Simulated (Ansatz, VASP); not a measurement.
## Te in VASP and in Ansatz

```xyz
1
Lattice="0.0000 2.4724 2.4724 2.4724 0.0000 2.4724 2.4724 2.4724 0.0000" Properties=species:S:1:pos:R:3 pbc="T T T"
Te    0.0000    0.0000    0.0000
```

Alike in both runs: task single point; functional RPBE; k mesh 13 × 13 × 13; occupations fermi-dirac, width 0.1 eV; no spin polarisation.

```csv
,VASP,Ansatz
version,VASP 6.6.1,Ansatz 0.2.0
potentials or method,"VASP PAW PBE potentials, release 64 (Te), cutoff 520 eV","plane waves (420 eV) with PAW, scalar-relativistic"
valence electrons in the cell,6,16
```

VASP gave:

```
pressure (GPa) : -1.8
```

Q: What did Ansatz give for the same quantities?

A: Pressure (GPa): -1.7.

VASP's potentials were made for PBE, not for RPBE. VASP's potentials hold 6 valence electrons a cell and Ansatz's 16, so a difference there can come from the potentials and not from the codes.

Neither program's run includes spin-orbit coupling.
